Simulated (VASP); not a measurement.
Input of a VASP 6.6.1 run:

INCAR

```
SYSTEM = ZrN
  PREC = Accurate
  ENCUT = 600
  EDIFF = 1E-6
  ISMEAR = 0
  SIGMA = 0.1
  LREAL = .False.
  LASPH = .True.
  NELM = 120
  ALGO = Normal
  ISIF = 2
  LWAVE = .False.
  LCHARG = .False.
  GGA = PE
  NBANDS = 16
  GGA_COMPAT = .False.
```

The input KPOINTS:

```
Automatic mesh
0
Gamma
  16 16 16
  0 0 0
```

File POSCAR:

```
ZrN
1.0
    0.0000000000      2.2975649461      2.2975649461
    2.2975649461      0.0000000000      2.2975649461
    2.2975649461      2.2975649461      0.0000000000
Zr N
1 1
Direct
    0.0000000000      0.0000000000      0.0000000000
    0.5000000000      0.5000000000      0.5000000000
```

Potentials or basis: VASP PAW PBE potentials, release 64 (Zr_sv, N).

Command:

```bash
$ cat potpaw_PBE.64/Zr_sv/POTCAR potpaw_PBE.64/N/POTCAR > POTCAR
$ mpirun -np 1 vasp_std > vasp.out
```

Task: Estimate the pressure.

Result: 0.1 GPa.

Task: Predict the band gap on the k mesh.

Result: Zero (an odd number of electrons rules out a gap without spin polarisation).

Caveat: an odd number of electrons without spin polarisation forces a metal; a magnetic or distorted state may lie lower.
